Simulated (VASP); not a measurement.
## C: single point with RPBE

The system is C.

```
C
1.0
     2.37379    0.00000    0.00000
    -1.18690    2.05576    0.00000
     0.00000    0.00000    9.25176
C
4
Direct
  0.00000 0.00000 0.25000
  0.00000 0.00000 0.75000
  0.33333 0.66667 0.25000
  0.66667 0.33333 0.75000
```

This cell differs from its parent crystal: volume scaled by 0.88.

```json
{
 "Program": "VASP 6.6.1",
 "Task": "single point",
 "Functional": "RPBE",
 "Potentials or basis": "VASP PAW PBE potentials, release 64 (C)",
 "Cutoff": "520 eV",
 "k mesh": "14 × 14 × 3",
 "Occupations": "fermi-dirac, width 0.05 eV",
 "Spin": "no spin polarisation",
 "Dipole correction": "no",
 "Further INCAR settings": "ALGO = Normal; EDIFF = 1e-06; NBANDS = 16"
}
```

| Quantity | Value |
| --- | --- |
| Pressure | 30.2 GPa |
| Band gap on the k mesh | 1.30 eV, direct |

Stress tensor (GPa, compression positive):
```
45.29  0.00  0.00
 0.00 45.29  0.00
 0.00  0.00  0.03
```

Levels at points of the mesh, in eV from the valence-band top:
```tsv
k point	band 6	band 7	band 8	band 9	band 10	band 11
(0.00, 0.00, 0.00)	-2.31	-2.31	-2.31	3.26	5.87	9.05
(0.50, 0.00, 0.00)	-6.08	-1.98	-1.91	2.34	2.46	9.13
```

Run time: 20 s on 1 thread of Intel(R) Xeon(R) 6975P-C (Granite Rapids) (shared host), peak memory 0.15 GiB.

Caveat: the PAW data sets were made with another functional, which shifts forces and pressure a little; this functional lacks dispersion, which binds the layers, so the pressure and a relaxed spacing across them are unreliable. A k mesh can miss the band edges.
